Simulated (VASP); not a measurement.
Rh, 4 atoms in the cell. It takes space group Cmcm (No. 63, orthorhombic). The conventional cell has a = 2.872 Å, b = 3.955 Å, c = 9.367 Å, α = 90.00°, β = 90.00°, γ = 90.00°. Within 3.2 Å of Rh (site symmetry 2/m) lie 12 Rh at 2.44 to 2.87 Å. Rh (site symmetry m2m) has 12 Rh at 2.44 to 2.87 Å within 3.2 Å.  This cell differs from its parent crystal: strain +e along x and -e along y +0.1100, strain +e along z and -e/2 along x and y +0.0733.

* Program: VASP 6.6.1
* Task: single point
* Functional: PBEsol
* Potentials or basis: VASP PAW PBE potentials, release 64 (Rh_pv)
* Cutoff: 520 eV
* k mesh: 18 × 18 × 6
* Occupations: gaussian, width 0.15 eV
* Spin: no spin polarisation
* Dipole correction: no
* Further INCAR settings: ALGO = Fast; EDIFF = 1e-06; NBANDS = 38

Potentials or basis: VASP PAW PBE potentials, release 64 (Rh_pv).

The run is started by

```sh
$ cat potpaw_PBE.64/Rh_pv/POTCAR > POTCAR
$ mpirun -np 1 vasp_std > vasp.out
```

Hardware: 1 thread of AMD EPYC 7R13, on a shared host.

Question: How long does it take, and how much memory?

Answer: Run time: 29 min on 1 thread of AMD EPYC 7R13, on a shared host, peak memory 0.54 GiB. Counts: scf iterations 14, k points 364.
